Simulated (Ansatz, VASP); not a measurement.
CdS in VASP and in Ansatz

Contents of POSCAR:

```
CdS
1.0
    0.0000000000      2.9165000000      2.9165000000
    2.9165000000      0.0000000000      2.9165000000
    2.9165000000      2.9165000000      0.0000000000
Cd S
1 1
Direct
    0.0000000000      0.0000000000      0.0000000000
    0.7500000000      0.7500000000      0.7500000000
```

File INCAR.step1:

```
  PREC = Accurate
  ENCUT = 520
  EDIFF = 1E-5
  ISMEAR = -1
  SIGMA = 0.05
  LREAL = False
  LASPH = True
  NELM = 150
  ALGO = Normal
  ISIF = 2
  LWAVE = True
  LCHARG = False
  LNONCOLLINEAR = True
  MAGMOM = 0 0 0 0 0 0
  LORBIT = 11
  LSORBIT = True
  GGA_COMPAT = False
  LORBMOM = True
  GGA = PE
  NBANDS = 30
  LUSENCCL = False
```

File INCAR.step2:

```
  PREC = Accurate
  ENCUT = 520
  EDIFF = 1E-6
  ISMEAR = -1
  SIGMA = 0.05
  LREAL = False
  LASPH = True
  NELM = 150
  ALGO = Normal
  ISIF = 2
  LWAVE = False
  LCHARG = False
  LNONCOLLINEAR = True
  MAGMOM = 0 0 0 0 0 0
  LORBIT = 11
  LSORBIT = True
  GGA_COMPAT = False
  LORBMOM = True
  GGA = PE
  LHFCALC = True
  HFSCREEN = 0.2079
  PRECFOCK = Normal
  ISTART = 1
  NBANDS = 30
  LUSENCCL = False
```

File KPOINTS:

```
Automatic mesh
0
Gamma
  4 4 4
```

Contents of input.yaml:

```yaml
crystal:
  lattice:
    - [0.0, 2.9165, 2.9165]
    - [2.9165, 0.0, 2.9165]
    - [2.9165, 2.9165, 0.0]
  atoms:
    - { symbol: Cd, position: [0.0, 0.0, 0.0] }
    - { symbol: S, position: [0.75, 0.75, 0.75] }
hamiltonian:
  xc: hse06
  pseudopotentials: { kind: paw_fr }
magnetization:
  noncollinear: true
  spin_orbit: true
kpoints:
  mp_grid: { grid: [4, 4, 4] }
scf:
  occupations: { method: fermi_dirac, width: 0.05 }
output:
  forces: true
  stress: true
  eigenvalues: true
```

Alike in both runs: task single point; functional HSE06; k mesh 4 × 4 × 4; occupations fermi-dirac, width 0.05 eV; non-collinear spin, spin-orbit coupling.

|  | VASP | Ansatz |
| --- | --- | --- |
| version | VASP 6.6.1 | Ansatz 0.2.0 |
| potentials or method | VASP PAW PBE potentials, release 64 (Cd, S) | Ansatz PAW |
| plane-wave cutoff (eV) | 520 | 420 |
| valence electrons in the cell | 18 | 26 |

VASP gave:

| Quantity | Value |
| --- | --- |
| pressure (GPa) | 2.1 |

**Question.** Estimate Ansatz's values.

**Answer.** Pressure (GPa): 1.8.

VASP's potentials hold 18 valence electrons a cell and Ansatz's 26, so a difference there can come from the potentials and not from the codes.

The k mesh is coarse, so the values compare programs but aren't converged.
